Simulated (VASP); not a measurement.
# Ti4C3 (P6/mmm) in VASP: further runs

Ti4C3 is run at these levels: PBE; tasks: single point.

All numbers are computed with VASP 6.6.1; they aren't measurements. Logs are shortened: lines on timing, memory, paths and dates and some standing lists are left out, and cuts for length are marked.

**1. The cell of the first run**

It takes space group P6/mmm (No. 191, hexagonal). The conventional cell has a = 4.643 Å, b = 4.643 Å, c = 4.035 Å, α = 90.00°, β = 90.00°, γ = 120.00°. Within 2.6 Å of Ti (site symmetry 6mm) lie 2 Ti at 1.96 to 2.08 Å and 6 C at 2.52 Å. Within 3.2 Å of Ti (site symmetry -6m2) lie 6 C at 2.42 Å and 9 Ti at 2.68 to 2.87 Å. C (site symmetry mmm) has 4 C at 2.32 Å and 8 Ti at 2.42 to 2.52 Å within 3.1 Å.

The cell was built from a structure type or drawn by symmetry, and may not be a known phase.

**2. Single point, PBE**

The input, INCAR:

```
SYSTEM = Ti4C3
PREC = Accurate
ENCUT = 600
EDIFF = 1E-6
ISMEAR = 0
SIGMA = 0.2
LREAL = .FALSE.
LASPH = .TRUE.
NELM = 120
ALGO = Normal
ISIF = 2
LWAVE = .FALSE.
LCHARG = .FALSE.
GGA = PE
NBANDS = 39
GGA_COMPAT = .FALSE.
```

The input, KPOINTS:

```
Automatic mesh
0
G
  4 4 3
  0 0 0
```

The input, POSCAR:

```
Ti4C3
1.0
    4.6431157487      0.0000000000      0.0000000000
   -2.3215578743      4.0210561911      0.0000000000
    0.0000000000      0.0000000000      4.0349061390
Ti C
4 3
Direct
    0.0000000000      0.0000000000      0.2428055648
    0.0000000000      0.0000000000      0.7571944352
    0.3333333333      0.6666666667      0.5000000000
    0.6666666667      0.3333333333      0.5000000000
    0.5000000000      0.0000000000      0.0000000000
    0.0000000000      0.5000000000      0.0000000000
    0.5000000000      0.5000000000      0.0000000000
```

Potentials or basis: VASP PAW PBE potentials, release 64 (Ti_sv, C).

Command:

```
cat potpaw_PBE.64/Ti_sv/POTCAR potpaw_PBE.64/C/POTCAR > POTCAR
mpirun -np 1 vasp_std > vasp.out
```

OUTCAR:

```text
SYSTEM = Ti4C3
   PREC = Accurate
   ENCUT = 600
   EDIFF = 1E-6
   ISMEAR = 0
   LREAL = .FALSE.
   LASPH = .TRUE.
   NELM = 120
   ISIF = 2
   GGA = PE

 ion  position               nearest neighbor table
   1  0.000  0.000  0.243-   2 1.96   2 2.08   3 2.87   4 2.87   3 2.87   4 2.87   4 2.87   3 2.87

   2  0.000  0.000  0.757-   1 1.96   1 2.08   4 2.87   3 2.87   3 2.87   4 2.87   4 2.87   3 2.87

   3  0.333  0.667  0.500-   5 2.42   5 2.42   6 2.42   6 2.42   7 2.42   7 2.42   4 2.68   4 2.68
                             4 2.68   1 2.87   2 2.87   2 2.87   1 2.87   2 2.87   1 2.87
   4  0.667  0.333  0.500-   5 2.42   5 2.42   6 2.42   6 2.42   7 2.42   7 2.42   3 2.68   3 2.68
                             3 2.68   1 2.87   2 2.87   1 2.87   2 2.87   1 2.87   2 2.87
   5  0.500  0.000  0.000-   3 2.42   4 2.42   3 2.42   4 2.42
   6  0.000  0.500  0.000-   3 2.42   4 2.42   3 2.42   4 2.42
   7  0.500  0.500  0.000-   3 2.42   4 2.42   3 2.42   4 2.42

  LATTYP: Found a hexagonal cell.
 ALAT       =     4.6431157487
 C/A-ratio  =     0.8690083033

  Lattice vectors:

 A1 = (   4.6431157487,   0.0000000000,   0.0000000000)
 A2 = (  -2.3215578743,   4.0210561911,   0.0000000000)
 A3 = (   0.0000000000,   0.0000000000,   4.0349061390)

Analysis of symmetry for initial positions (statically):
=====================================================================
 Subroutine PRICEL returns:
 Original cell was already a primitive cell.

 Routine SETGRP: Setting up the symmetry group for a
 hexagonal supercell.

 Subroutine GETGRP returns: Found 24 space group operations
 (whereof 24 operations were pure point group operations)
 out of a pool of 24 trial point group operations.

The static configuration has the point symmetry D_6h.

Analysis of symmetry for dynamics (positions and initial velocities):
=====================================================================
 Subroutine PRICEL returns:
 Original cell was already a primitive cell.

 Routine SETGRP: Setting up the symmetry group for a
 hexagonal supercell.

 Subroutine GETGRP returns: Found 24 space group operations
 (whereof 24 operations were pure point group operations)
 out of a pool of 24 trial point group operations.

The dynamic configuration has the point symmetry D_6h.

 Subroutine INISYM returns: Found 24 space group operations
 (whereof 24 operations are pure point group operations),
[... 90 lines left out ...]
   LREAL  =      F    real-space projection
   EDIFFG = 0.1E-04   stopping-criterion for IOM
   NSW    =      0    number of steps for IOM
   IBRION =     -1    ionic relax: 0-MD 1-quasi-New 2-CG
   NFREE  =      0    steps in history (QN), initial steepest desc. (CG)
   ISIF   =      2    stress and relaxation
   ISYM   =      2    0-nonsym 1-usesym 2-fastsym
   POTIM  = 0.5000    time-step for ionic-motion
   TEBEG  =    0.0;   TEEND  =   0.0 temperature during run
   PSTRESS=    0.0 pullay stress
   NELECT =      60.0000    total number of electrons
   NUPDOWN=      -1.0000    fix difference up-down
   EMIN   =  10.00;   EMAX   =-10.00  energy-range for DOS
   EFERMI =   0.00;   METHOD = LEGACY
   ISMEAR =     0;   SIGMA  =   0.20  broadening in eV -4-tet -1-fermi 0-gaus
   EFERMI_NEDOS =   21; number of points for ismear=-14 and -15
   IALGO  =     38    algorithm
   IMIX   =      4    mixing-type and parameters
     AMIX     =   0.40;   BMIX     =  1.00
     AMIX_MAG =   1.60;   BMIX_MAG =  1.00
  volume/ion in A,a.u.               =      10.76        72.62
  Fermi-wavevector in a.u.,A,eV,Ry     =   1.517508  2.867674 31.331896  2.302829
  Thomas-Fermi vector in A             =   2.626754
   LORBIT       =      0    0 simple, 1 ext, 2 COOP (PROOUT), +10 PAW based schemes
   GGA     = PE    functional components
   LHFCALC =     F    Hartree Fock is set to
   AEXX    =    0.0000 exact exchange contribution
   IVDW    =     0    specifies the selected vdW correction
   LEPSILON=     F    determine dielectric tensor
   LRPA    =     F    only Hartree local field effects (RPA)
 non-spin polarized calculation
 Gauss-broadening in eV      SIGMA  =   0.20
  energy-cutoff  :      600.00
  volume of cell :       75.33
 maximum number of plane-waves:      2520
 NGX is ok and might be reduce to    40
   NGX = 19   NGY = 19   NGZ = 17

 number of electron      59.9999998 magnetization

 Free energy of the ion-electron system (eV)
  ---------------------------------------------------
  ext. energy  EPLUGINS =         0.00000000
  ---------------------------------------------------
  free energy    TOTEN  =       -53.96329932 eV

  energy without entropy =      -53.84674333  energy(sigma->0) =      -53.90502132

 E-fermi :  10.4148     XC(G=0): -12.7033

 val. band max:       10.4032319325   @ k =   0.2500   0.0000   0.3333
 cond. band min:      10.4772178426   @ k =   0.5000   0.0000   0.0000
 fundamental gap:      0.0739859101
 Fermi energy:        10.4148498660

 k-point     1 :       0.0000    0.0000    0.0000
  band No.  band energies     occupation
      1     -46.9091      2.00000
      2     -46.6693      2.00000
      3     -46.5389      2.00000
      4     -45.3914      2.00000
      5     -25.4949      2.00000
      6     -23.1471      2.00000
[... 325 lines left out ...]
     38      12.4639      0.00000
     39      13.2913      0.00000

------------------------ aborting loop because EDIFF is reached ----------------------------------------

  FORCE on cell =-STRESS in cart. coord.  units (eV):
  Direction    XX          YY          ZZ          XY          YZ          ZX
  --------------------------------------------------------------------------------------
  -------------------------------------------------------------------------------------
  Total       -0.0368801     -0.0368801      1.3601921     -0.0000000      0.0000000      0.0000000
  in kB       -0.7843683     -0.7843683     28.9286223     -0.0000000      0.0000000      0.0000000
  external PRESSURE =       9.1199619 kB  Pullay stress =       0.0000000 kB

 VOLUME and BASIS-vectors are now :
 -----------------------------------------------------------------------------
  energy-cutoff  :      600.00
  volume of cell :       75.33
      direct lattice vectors                 reciprocal lattice vectors
     4.643115749  0.000000000  0.000000000     0.215372619  0.124345440  0.000000000
    -2.321557874  4.021056191  0.000000000     0.000000000  0.248690879  0.000000000
     0.000000000  0.000000000  4.034906139     0.000000000  0.000000000  0.247837240

 POSITION                                       TOTAL-FORCE (eV/Angst)
 -----------------------------------------------------------------------------------
      0.00000      0.00000      0.97970        -0.000000     -0.000000      0.399793
      0.00000      0.00000      3.05521        -0.000000      0.000000     -0.399793
     -0.00000      2.68070      2.01745        -0.000000      0.000000      0.000000
      2.32156      1.34035      2.01745         0.000000     -0.000000     -0.000000
      2.32156      0.00000      0.00000        -0.000000      0.000000      0.000000
     -1.16078      2.01053      0.00000        -0.000000      0.000000      0.000000
      1.16078      2.01053      0.00000        -0.000000      0.000000      0.000000
 -----------------------------------------------------------------------------------
    total drift:                               -0.000000      0.000000      0.000000

  FREE ENERGIE OF THE ION-ELECTRON SYSTEM (eV)
  ---------------------------------------------------
  free  energy   TOTEN  =       -53.9632993164 eV

  energy  without entropy=      -53.8467433262  energy(sigma->0) =      -53.90502132
```

OSZICAR:

```text
N       E                     dE             d eps       ncg     rms          rms(c)
DAV:   1     0.824038265017E+03    0.82404E+03   -0.31922E+04   624   0.211E+03
DAV:   2     0.561664372794E+02   -0.76787E+03   -0.74507E+03   624   0.608E+02
DAV:   3    -0.504576413514E+02   -0.10662E+03   -0.10341E+03   976   0.193E+02
DAV:   4    -0.607298436183E+02   -0.10272E+02   -0.10086E+02   976   0.561E+01
DAV:   5    -0.612297539614E+02   -0.49991E+00   -0.49667E+00   921   0.108E+01    0.279E+01
DAV:   6    -0.571055432424E+02    0.41242E+01   -0.94333E+01   914   0.523E+01    0.159E+01
DAV:   7    -0.549363054572E+02    0.21692E+01   -0.38460E+01   850   0.354E+01    0.113E+01
DAV:   8    -0.540616494029E+02    0.87466E+00   -0.82324E+00   842   0.155E+01    0.744E+00
DAV:   9    -0.539921677919E+02    0.69482E-01   -0.13780E+00   880   0.920E+00    0.226E+00
DAV:  10    -0.539588073408E+02    0.33360E-01   -0.55144E-01   881   0.534E+00    0.106E+00
DAV:  11    -0.539651441120E+02   -0.63368E-02   -0.61715E-02   968   0.211E+00    0.357E-01
DAV:  12    -0.539636509625E+02    0.14931E-02   -0.21710E-02   904   0.121E+00    0.253E-01
DAV:  13    -0.539632893860E+02    0.36158E-03   -0.41442E-03   928   0.647E-01    0.386E-02
DAV:  14    -0.539632988847E+02   -0.94988E-05   -0.42145E-04   851   0.187E-01    0.144E-02
DAV:  15    -0.539633000031E+02   -0.11183E-05   -0.30576E-05   960   0.423E-02    0.506E-03
DAV:  16    -0.539632993164E+02    0.68664E-06   -0.49883E-06   762   0.191E-02
   1 F= -.53963299E+02 E0= -.53905021E+02  d E =-.116556E+00
```

stdout:

```text
POSCAR found type information on POSCAR TiC
 POSCAR found :  2 types and       7 ions
 scaLAPACK will be used
 LDA part: xc-table for (Slater+PW92), standard interpolation
 POSCAR, INCAR and KPOINTS ok, starting setup
 FFT: planning ... GRIDC
 FFT: planning ... GRID_SOFT
 FFT: planning ... GRID
 WAVECAR not read
 entering main loop
```

Run time: 28 s. Hardware: 1 thread of AMD EPYC 9R45 (Zen 5), shared host; peak memory 0.18 GiB.

Results:

* Free energy: -53.9633 eV
* Pressure: 0.9 GPa
* Largest force: 0.400 eV/Å
* Band gap on the k mesh: zero (bands 30 and 31 overlap by 0.82 eV)

Forces in eV/Å, atoms in the order of the input:
```
Ti   0.000  0.000  0.400
Ti   0.000  0.000 -0.400
Ti   0.000  0.000  0.000
Ti   0.000  0.000  0.000
C    0.000  0.000  0.000
C    0.000  0.000  0.000
C    0.000  0.000  0.000
```

Caveat: the k points lie up to 0.52 Å⁻¹ apart, too coarse for converged energies and pressures of a metal; atoms lie so close that the PAW spheres overlap strongly, which falsifies energies and pressures.

**3. Single point, PBE**

This run uses another cell than the first one, of 11.08 Å³/atom.

The input, INCAR:

```
PREC = Accurate
ENCUT = 600
EDIFF = 1E-6
ISMEAR = 0
SIGMA = 0.2
LREAL = F
LASPH = T
NELM = 120
ALGO = Normal
ISIF = 2
LWAVE = F
LCHARG = F
GGA = PE
NBANDS = 39
GGA_COMPAT = F
```

The input, KPOINTS:

```
regular mesh
0
Gamma
  4 4 3
```

The input, POSCAR:

```
Ti4C3
1.0
    4.8661582973      0.0000000000      0.0000000000
   -2.4330791487      4.2142167043      0.0000000000
    0.0000000000      0.0000000000      3.7828716039
Ti C
4 3
Direct
    0.3333333333      0.6666666667      0.0000000000
    0.6666666667      0.3333333333      0.0000000000
    0.0000000000      0.0000000000      0.5000000000
    0.0000000000      0.0000000000      0.0000000000
    0.5000000000      0.0000000000      0.5000000000
    0.0000000000      0.5000000000      0.5000000000
    0.5000000000      0.5000000000      0.5000000000
```

Potentials or basis: VASP PAW PBE potentials, release 64 (Ti_sv, C).

Command:

```
cat potpaw_PBE.64/Ti_sv/POTCAR potpaw_PBE.64/C/POTCAR > POTCAR
mpirun -np 1 vasp_std > vasp.out
```

Run time: 32 s. Hardware: 1 thread of AMD EPYC 9R45 (Zen 5), shared host; peak memory 0.18 GiB.

The run converged. Its results:

```
Free energy            : -51.7430 eV
Pressure               : 2.7 GPa
Band gap on the k mesh : zero (bands 30 and 31 overlap by 0.80 eV)
```

Stress tensor (GPa, compression positive):
```
0.22 0.00 0.00
0.00 0.22 0.00
0.00 0.00 7.55
```

Levels at points of the mesh, in eV from the Fermi level:
```tsv
k point	band 27	band 28	band 29	band 30	band 31	band 32	band 33	band 34
(0.00, 0.00, 0.00)	-3.08	-2.95	-2.11	0.16	0.16	0.98	0.98	1.10
(0.50, 0.00, 0.00)	-2.27	-1.90	-1.70	-1.02	-0.21	0.66	0.72	0.93
```

Caveat: the k points lie up to 0.55 Å⁻¹ apart, too coarse for converged energies and pressures of a metal; atoms lie so close that the PAW spheres overlap strongly, which falsifies energies and pressures.
